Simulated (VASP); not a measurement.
# GaSb (F-43m) in VASP: a series of runs

GaSb is run at these levels: r2SCAN, r2SCAN+D4; tasks: single point.

Program: VASP 6.6.1. These are calculated values, not measurements. Logs are shortened: lines on timing, memory, paths and dates and some standing lists are left out, and cuts for length are marked.

### 1 The cell of the first run

Symmetry: F-43m, No. 216, cubic system. Conventional cell: a = 6.132 Å, b = 6.132 Å, c = 6.132 Å, α = 90.00°, β = 90.00°, γ = 90.00°. Within 3.5 Å of Ga (site symmetry -43m) lie 4 Sb at 2.66 Å. Sb (site symmetry -43m) has 4 Ga at 2.66 Å within 3.5 Å.

### 2 Single point, r2SCAN

Input file POSCAR:

```
GaSb
1.0
    0.0000000000      3.0658787986      3.0658787986
    3.0658787986      0.0000000000      3.0658787986
    3.0658787986      3.0658787986      0.0000000000
Ga Sb
1 1
Direct
    0.0000000000      0.0000000000      0.0000000000
    0.2500000000      0.2500000000      0.2500000000
```

Input file INCAR.step1:

```
PREC     = Accurate       # precision mode
ENCUT    = 550            # plane-wave cutoff, eV
ISMEAR   = -1             # smearing method
SIGMA    = 0.02           # smearing width, eV
LREAL    = F              # projectors in reciprocal space
LASPH    = T              # aspherical terms in the spheres
NELM     = 120            # most SCF steps
NBANDS   = 21             # bands
GGA      = PE             # functional
ALGO     = Normal         # electronic algorithm
EDIFF    = 1E-5           # SCF threshold, eV
LWAVE    = T              # write WAVECAR
LCHARG   = F              # write CHGCAR
GGA_COMPAT= F
```

Input file INCAR.step2:

```
PREC     = Accurate       # precision mode
ENCUT    = 550            # plane-wave cutoff, eV
EDIFF    = 1E-6           # SCF threshold, eV
ISMEAR   = -1             # smearing method
SIGMA    = 0.02           # smearing width, eV
LREAL    = F              # projectors in reciprocal space
LASPH    = T              # aspherical terms in the spheres
NELM     = 120            # most SCF steps
ALGO     = Normal         # electronic algorithm
ISIF     = 2              # what is computed and relaxed
LWAVE    = F              # write WAVECAR
LCHARG   = F              # write CHGCAR
METAGGA  = R2SCAN         # meta-GGA
LMIXTAU  = T            
NBANDS   = 21             # bands
ISTART   = 1            
GGA_COMPAT= F
```

Input file KPOINTS:

```
Automatic mesh
0
Gamma
  6 6 6
```

Potentials or basis: VASP PAW PBE potentials, release 64 (Ga_d, Sb_d_GW).

Launch:

```console
cat potpaw_PBE.64/Ga_d/POTCAR potpaw_PBE.64/Sb_d_GW/POTCAR > POTCAR
cp INCAR.step1 INCAR
mpirun -np 1 vasp_std > vasp.out
cp INCAR.step2 INCAR
mpirun -np 1 vasp_std > vasp.out
```

OUTCAR:

```text
PREC = Accurate
   ENCUT = 550
   EDIFF = 1E-6
   ISMEAR = -1
   LREAL = F
   LASPH = T
   NELM = 120
   ISIF = 2
   METAGGA = R2SCAN
   ISTART = 1

 ion  position               nearest neighbor table
   1  0.000  0.000  0.000-   2 2.66   2 2.66   2 2.66   2 2.66
   2  0.250  0.250  0.250-   1 2.66   1 2.66   1 2.66   1 2.66

  LATTYP: Found a face centered cubic cell.
 ALAT       =     6.1317575972

  Lattice vectors:

 A1 = (   0.0000000000,   3.0658787986,   3.0658787986)
 A2 = (   3.0658787986,   0.0000000000,   3.0658787986)
 A3 = (   3.0658787986,   3.0658787986,   0.0000000000)

Analysis of symmetry for initial positions (statically):
=====================================================================
 Subroutine PRICEL returns:
 Original cell was already a primitive cell.

 Routine SETGRP: Setting up the symmetry group for a
 face centered cubic supercell.

 Subroutine GETGRP returns: Found 24 space group operations
 (whereof 24 operations were pure point group operations)
 out of a pool of 48 trial point group operations.

The static configuration has the point symmetry T_d .

Analysis of symmetry for dynamics (positions and initial velocities):
=====================================================================
 Subroutine PRICEL returns:
 Original cell was already a primitive cell.

 Routine SETGRP: Setting up the symmetry group for a
 face centered cubic supercell.

 Subroutine GETGRP returns: Found 24 space group operations
 (whereof 24 operations were pure point group operations)
 out of a pool of 48 trial point group operations.

The dynamic configuration has the point symmetry T_d .

 Subroutine INISYM returns: Found 24 space group operations
 (whereof 24 operations are pure point group operations),
 and found     1 'primitive' translations

----------------------------------------------------------------------------------------

                                     Primitive cell

  volume of cell :      57.6361

  direct lattice vectors                    reciprocal lattice vectors
     0.000000000  3.065878799  3.065878799    -0.163085377  0.163085377  0.163085377
     3.065878799  0.000000000  3.065878799     0.163085377 -0.163085377  0.163085377
     3.065878799  3.065878799  0.000000000     0.163085377  0.163085377 -0.163085377

  length of vectors
     4.335807378  4.335807378  4.335807378     0.282472159  0.282472159  0.282472159

  position of ions in fractional coordinates (direct lattice)
     0.000000000  0.000000000  0.000000000
     0.250000000  0.250000000  0.250000000

  ion indices of the primitive-cell ions
   primitive index   ion index
                 1           1
                 2           2

----------------------------------------------------------------------------------------

 KPOINTS: Automatic mesh

Automatic generation of k-mesh.
 Grid dimensions read from file:
 generate k-points for:    6    6    6

 Generating k-lattice:

  Cartesian coordinates                     Fractional coordinates (reciprocal lattice)
    -0.027180896  0.027180896  0.027180896     0.166666667  0.000000000  0.000000000
     0.027180896 -0.027180896  0.027180896     0.000000000  0.166666667  0.000000000
     0.027180896  0.027180896 -0.027180896     0.000000000  0.000000000  0.166666667

  Length of vectors
     0.047078693  0.047078693  0.047078693

  Shift w.r.t. Gamma in fractional coordinates (k-lattice)
     0.000000000  0.000000000  0.000000000

 Subroutine IBZKPT returns following result:
 ===========================================

 Found     16 irreducible k-points:

 Following reciprocal coordinates:
            Coordinates               Weight
  0.000000  0.000000  0.000000      1.000000
  0.166667  0.000000  0.000000      8.000000
  0.333333  0.000000  0.000000      8.000000
  0.500000  0.000000  0.000000      4.000000
  0.166667  0.166667  0.000000      6.000000
  0.333333  0.166667  0.000000     24.000000
[... 8 lines left out ...]
 -0.333333  0.333333  0.166667     24.000000
 -0.333333  0.500000  0.166667     12.000000
   k-points           NKPTS =     16   k-points in BZ     NKDIM =     16   number of bands    NBANDS=     21
   number of dos      NEDOS =    301   number of ions     NIONS =      2
   total plane-waves  NPLWV =  46656
   dimension x,y,z NGX =    36 NGY =   36 NGZ =   36
   dimension x,y,z NGXF=    72 NGYF=   72 NGZF=   72
   ions per type =               1   1
   NGX,Y,Z   is equivalent  to a cutoff of  13.80, 13.80, 13.80 a.u.
   NGXF,Y,Z  is equivalent  to a cutoff of  27.61, 27.61, 27.61 a.u.
 SYSTEM =  unknown system
   PREC   = accura    normal or accurate (medium, high low for compatibility)
   ISTART =      1    job   : 0-new  1-cont  2-samecut
   ICHARG =      0    charge: 1-file 2-atom 10-const
   ISPIN  =      1    spin polarized calculation?
   LNONCOLLINEAR =      F non collinear calculations
   LSORBIT =      F    spin-orbit coupling
   LASPH  =      T    aspherical Exc in radial PAW
   ENCUT  =  550.0 eV  40.42 Ry    6.36 a.u.   8.29  8.29  8.29*2*pi/ulx,y,z
   NELM   =    120;   NELMIN=  2; NELMDL=  0     # of ELM steps
   EDIFF  = 0.1E-05   stopping-criterion for ELM
   LREAL  =      F    real-space projection
   EDIFFG = 0.1E-04   stopping-criterion for IOM
   NSW    =      0    number of steps for IOM
   IBRION =     -1    ionic relax: 0-MD 1-quasi-New 2-CG
   NFREE  =      0    steps in history (QN), initial steepest desc. (CG)
   ISIF   =      2    stress and relaxation
   ISYM   =      2    0-nonsym 1-usesym 2-fastsym
   POTIM  = 0.5000    time-step for ionic-motion
   TEBEG  =    0.0;   TEEND  =   0.0 temperature during run
   PSTRESS=    0.0 pullay stress
   NELECT =      28.0000    total number of electrons
   NUPDOWN=      -1.0000    fix difference up-down
   EMIN   =  10.00;   EMAX   =-10.00  energy-range for DOS
   EFERMI =   0.00;   METHOD = LEGACY
   ISMEAR =    -1;   SIGMA  =   0.02  broadening in eV -4-tet -1-fermi 0-gaus
   EFERMI_NEDOS =   21; number of points for ismear=-14 and -15
   IALGO  =     38    algorithm
   IMIX   =      4    mixing-type and parameters
     AMIX     =   0.40;   BMIX     =  1.00
     AMIX_MAG =   1.60;   BMIX_MAG =  1.00
  volume/ion in A,a.u.               =      28.82       194.47
  Fermi-wavevector in a.u.,A,eV,Ry     =   1.286953  2.431988 22.534606  1.656247
  Thomas-Fermi vector in A             =   2.418996
   LORBIT       =      0    0 simple, 1 ext, 2 COOP (PROOUT), +10 PAW based schemes
   METAGGA = R2SCAN    functional components
   LHFCALC =     F    Hartree Fock is set to
   AEXX    =    0.0000 exact exchange contribution
   IVDW    =     0    specifies the selected vdW correction
   LEPSILON=     F    determine dielectric tensor
   LRPA    =     F    only Hartree local field effects (RPA)
 non-spin polarized calculation
  energy-cutoff  :      550.00
  volume of cell :       57.64
 maximum number of plane-waves:      1711
 NGX is ok and might be reduce to    36
   NGX = 17   NGY = 17   NGZ = 17

 number of electron      28.0000005 magnetization

 Free energy of the ion-electron system (eV)
  ---------------------------------------------------
  ext. energy  EPLUGINS =         0.00000000
  ---------------------------------------------------
  free energy    TOTEN  =       -37.61165801 eV

  energy without entropy =      -37.61165766  energy(sigma->0) =      -37.61165784

 E-fermi :   3.8190     XC(G=0): -10.0352

 val. band max:        3.6100546772   @ k =   0.0000   0.0000   0.0000
 cond. band min:       4.0060391183   @ k =   0.0000   0.0000   0.0000
 fundamental gap:      0.3959844411
 Fermi energy:         3.8190328050

 k-point     1 :       0.0000    0.0000    0.0000
  band No.  band energies     occupation
      1     -25.8560      2.00000
      2     -25.8560      2.00000
      3     -25.8560      2.00000
      4     -25.8305      2.00000
      5     -25.8305      2.00000
      6     -11.8763      2.00000
[... 13 lines left out ...]
     20      12.7982      0.00000
     21      12.7982      0.00000

 k-point     2 :       0.1667    0.0000    0.0000
  band No.  band energies     occupation
      1     -25.8558      2.00000
      2     -25.8552      2.00000
      3     -25.8552      2.00000
      4     -25.8304      2.00000
      5     -25.8304      2.00000
      6     -11.8839      2.00000
[... 13 lines left out ...]
     20      11.7476      0.00000
     21      11.7476      0.00000

 k-point     3 :       0.3333    0.0000    0.0000
  band No.  band energies     occupation
      1     -25.8554      2.00000
      2     -25.8536      2.00000
      3     -25.8536      2.00000
      4     -25.8299      2.00000
      5     -25.8299      2.00000
      6     -11.8985      2.00000
[... 13 lines left out ...]
     20      12.2796      0.00000
     21      12.2796      0.00000

 k-point     4 :       0.5000    0.0000    0.0000
  band No.  band energies     occupation
      1     -25.8553      2.00000
      2     -25.8529      2.00000
      3     -25.8529      2.00000
      4     -25.8296      2.00000
      5     -25.8296      2.00000
      6     -11.9057      2.00000
[... 13 lines left out ...]
     20      14.1676      0.00000
     21      14.1676      0.00000

 k-point     5 :       0.1667    0.1667    0.0000
  band No.  band energies     occupation
      1     -25.8568      2.00000
      2     -25.8543      2.00000
      3     -25.8543      2.00000
      4     -25.8310      2.00000
      5     -25.8297      2.00000
      6     -11.8897      2.00000
[... 13 lines left out ...]
     20      11.7193      0.00000
     21      13.1875      0.00000

 k-point     6 :       0.3333    0.1667    0.0000
  band No.  band energies     occupation
      1     -25.8568      2.00000
      2     -25.8529      2.00000
      3     -25.8526      2.00000
      4     -25.8310      2.00000
      5     -25.8290      2.00000
      6     -11.9018      2.00000
[... 13 lines left out ...]
     20      12.8941      0.00000
     21      13.4241      0.00000

 k-point     7 :       0.5000    0.1667    0.0000
  band No.  band energies     occupation
      1     -25.8555      2.00000
      2     -25.8526      2.00000
      3     -25.8519      2.00000
      4     -25.8304      2.00000
      5     -25.8290      2.00000
      6     -11.9094      2.00000
[... 13 lines left out ...]
     20      14.0302      0.00000
     21      14.2343      0.00000
[... 99 lines left out ...]
      1     -25.8557      2.00000
      2     -25.8520      2.00000
      3     -25.8509      2.00000
      4     -25.8307      2.00000
      5     -25.8288      2.00000
      6     -11.9149      2.00000
[... 13 lines left out ...]
     20      12.2718      0.00000
     21      16.2888      0.00000

 k-point    13 :       0.5000    0.5000    0.0000
  band No.  band energies     occupation
      1     -25.8594      2.00000
      2     -25.8492      2.00000
      3     -25.8492      2.00000
      4     -25.8325      2.00000
      5     -25.8271      2.00000
      6     -11.9241      2.00000
[... 13 lines left out ...]
     20      15.0449      0.00000
     21      15.7817      0.00000

 k-point    14 :       0.5000    0.3333    0.1667
  band No.  band energies     occupation
      1     -25.8564      2.00000
      2     -25.8524      2.00000
      3     -25.8510      2.00000
      4     -25.8310      2.00000
      5     -25.8286      2.00000
      6     -11.9112      2.00000
[... 13 lines left out ...]
     20      13.2209      0.00000
     21      15.2863      0.00000

 k-point    15 :      -0.3333    0.3333    0.1667
  band No.  band energies     occupation
      1     -25.8552      2.00000
      2     -25.8532      2.00000
      3     -25.8502      2.00000
      4     -25.8307      2.00000
      5     -25.8287      2.00000
      6     -11.9148      2.00000
[... 13 lines left out ...]
     20      14.7272      0.00000
     21      15.0731      0.00000

 k-point    16 :      -0.3333    0.5000    0.1667
  band No.  band energies     occupation
      1     -25.8570      2.00000
      2     -25.8516      2.00000
      3     -25.8492      2.00000
      4     -25.8315      2.00000
      5     -25.8280      2.00000
      6     -11.9196      2.00000
[... 13 lines left out ...]
     20      14.3740      0.00000
     21      15.6747      0.00000

------------------------ aborting loop because EDIFF is reached ----------------------------------------

  FORCE on cell =-STRESS in cart. coord.  units (eV):
  Direction    XX          YY          ZZ          XY          YZ          ZX
  --------------------------------------------------------------------------------------
  -------------------------------------------------------------------------------------
  Total       -0.0026366     -0.0026366     -0.0026366      0.0000000      0.0000000      0.0000000
  in kB       -0.0732914     -0.0732914     -0.0732914      0.0000000      0.0000000      0.0000000
  external PRESSURE =      -0.0732914 kB  Pullay stress =       0.0000000 kB

 VOLUME and BASIS-vectors are now :
 -----------------------------------------------------------------------------
  energy-cutoff  :      550.00
  volume of cell :       57.64
      direct lattice vectors                 reciprocal lattice vectors
     0.000000000  3.065878799  3.065878799    -0.163085377  0.163085377  0.163085377
     3.065878799  0.000000000  3.065878799     0.163085377 -0.163085377  0.163085377
     3.065878799  3.065878799  0.000000000     0.163085377  0.163085377 -0.163085377

 POSITION                                       TOTAL-FORCE (eV/Angst)
 -----------------------------------------------------------------------------------
      0.00000      0.00000      0.00000         0.000000     -0.000000     -0.000000
      1.53294      1.53294      1.53294        -0.000000      0.000000      0.000000
 -----------------------------------------------------------------------------------
    total drift:                                0.000000      0.000000     -0.000000

  FREE ENERGIE OF THE ION-ELECTRON SYSTEM (eV)
  ---------------------------------------------------
  free  energy   TOTEN  =       -37.6116580144 eV

  energy  without entropy=      -37.6116576635  energy(sigma->0) =      -37.61165784
```

Wall time 73 s (1 thread of Intel Xeon Platinum 8559C (Emerald Rapids), shared host); peak memory 0.23 GiB.

Results:

| Quantity | Value |
| --- | --- |
| Free energy | -37.6117 eV |
| Pressure | 0.0 GPa |
| Band gap on the k mesh | 0.40 eV |

Levels at points of the mesh, in eV from the valence-band top:
```csv
k point,band 12,band 13,band 14,band 15,band 16,band 17
"(0.00, 0.00, 0.00)",0.00,0.00,0.00,0.40,2.99,2.99
"(0.50, 0.00, 0.00)",-6.54,-1.20,-1.20,0.67,4.03,4.03
"(0.50, 0.50, 0.00)",-7.00,-2.67,-2.67,1.13,1.50,9.25
```

Caveat: semilocal functionals underestimate gaps, and a narrow one can read as zero; the PAW data sets were made with another functional, which shifts forces and pressure a little; spin-orbit coupling is left out, which moves the levels of the heavy elements.

### 3 Single point, r2SCAN+D4

POSCAR is that of step 2.

Input file INCAR.step1:

```
SYSTEM = GaSb
  PREC = Accurate
  ENCUT = 550
  ISMEAR = -1
  SIGMA = 0.02
  LREAL = .False.
  LASPH = .True.
  NELM = 120
  NBANDS = 21
  GGA = PE
  ALGO = Normal
  EDIFF = 1E-5
  LWAVE = .True.
  LCHARG = .False.
  GGA_COMPAT = .False.
```

Input file INCAR.step2:

```
SYSTEM = GaSb
  PREC = Accurate
  ENCUT = 550
  EDIFF = 1E-6
  ISMEAR = -1
  SIGMA = 0.02
  LREAL = .False.
  LASPH = .True.
  NELM = 120
  ALGO = Normal
  ISIF = 2
  LWAVE = .False.
  LCHARG = .False.
  METAGGA = R2SCAN
  LMIXTAU = .True.
  IVDW = 13
  VDW_S6 = 1.0
  VDW_S8 = 0.6018749
  VDW_A1 = 0.51559235
  VDW_A2 = 5.77342911
  NBANDS = 21
  ISTART = 1
  GGA_COMPAT = .False.
```

Input file KPOINTS:

```
Automatic mesh
0
Gamma
  6 6 6
  0 0 0
```

Potentials or basis: VASP PAW PBE potentials, release 64 (Ga_d, Sb_d_GW).

Launch:

```console
cat potpaw_PBE.64/Ga_d/POTCAR potpaw_PBE.64/Sb_d_GW/POTCAR > POTCAR
cp INCAR.step1 INCAR
mpirun -np 1 vasp_std > vasp.out
cp INCAR.step2 INCAR
mpirun -np 1 vasp_std > vasp.out
```

Run time: 50 s. Hardware: 1 thread of Intel Xeon 6975P-C (Granite Rapids), shared host; peak memory 0.23 GiB.

Results (log left out):

| Quantity | Value |
| --- | --- |
| Free energy | -37.8939 eV |
| Pressure | -0.7 GPa |
| Band gap on the k mesh | 0.40 eV |
| Dispersion energy per atom | -0.141 eV |

Levels at points of the mesh, in eV from the valence-band top:
```tsv
k point	band 10	band 11	band 12	band 13	band 14	band 15	band 16	band 17	band 18	band 19
(0.00, 0.00, 0.00)	-15.43	-11.88	0.00	0.00	0.00	0.40	2.99	2.99	2.99	6.35
(0.50, 0.00, 0.00)	-15.43	-10.18	-6.54	-1.20	-1.20	0.67	4.03	4.03	6.93	9.95
(0.50, 0.50, 0.00)	-15.43	-9.31	-7.00	-2.67	-2.67	1.13	1.50	9.25	9.25	10.75
```

Caveat: semilocal functionals underestimate gaps, and a narrow one can read as zero; the PAW data sets were made with another functional, which shifts forces and pressure a little; spin-orbit coupling is left out, which moves the levels of the heavy elements.
